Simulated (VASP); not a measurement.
Here is a VASP 6.6.1 calculation.

Contents of POSCAR:

```
HfO2
1.0
    4.8382036322      0.0000000000      0.0000000000
    0.0000000000      4.8382036322      0.0000000000
    0.0000000000      0.0000000000      3.2203479185
Hf O
2 4
Direct
   -0.0007146303      0.0004268213      0.0000000000
    0.4986820165      0.4988131721      0.5000000000
    0.1949191829      0.7920387885      0.5000000000
    0.3164189376      0.3223622373      0.0000000000
    0.7062573034      0.7122006031      0.0000000000
    0.8050808171      0.1818771543      0.5000000000
```

File INCAR.step1:

```
SYSTEM = HfO2
ALGO = Normal
EDIFF = 1E-4
ENCUT = 520
GGA = PE
ISMEAR = 0
LASPH = .TRUE.
LCHARG = .FALSE.
LREAL = .FALSE.
LWAVE = .TRUE.
NBANDS = 31
NELM = 100
PREC = Accurate
SIGMA = 0.05
```

The input INCAR.step2:

```
SYSTEM = HfO2
ALGO = Normal
EDIFF = 1E-6
ENCUT = 520
ISIF = 2
ISMEAR = 0
ISTART = 1
LASPH = .TRUE.
LCHARG = .FALSE.
LMIXTAU = .TRUE.
LREAL = .FALSE.
LWAVE = .FALSE.
METAGGA = R2SCAN
NBANDS = 31
NELM = 100
PREC = Accurate
SIGMA = 0.05
```

The input KPOINTS:

```
k-points
0
G
  6 6 8
  0 0 0
```

Potentials or basis: VASP PAW PBE potentials, release 64 (Hf_pv, O).

Command:

```sh
$ cat potpaw_PBE.64/Hf_pv/POTCAR potpaw_PBE.64/O/POTCAR > POTCAR
$ cp INCAR.step1 INCAR
$ mpirun -np 1 vasp_std > vasp.out
$ cp INCAR.step2 INCAR
$ mpirun -np 1 vasp_std > vasp.out
```

Task: What does it give for the largest force?

Result: 1.444 eV/Å.

Task: Predict the pressure.

Result: -1.5 GPa.

Task: Estimate the band gap on the k mesh.

Result: 4.53 eV.

Stress tensor (GPa, compression positive):
```
-1.51  0.81  0.00
 0.81 -1.47  0.00
 0.00  0.00 -1.66
```

Caveat: the cell differs from its parent crystal (atoms displaced along a vibrational mode); the PAW data sets were made with another functional, which shifts forces and pressure a little; spin-orbit coupling is left out, which moves the levels of the heavy elements. A k mesh can miss the band edges.
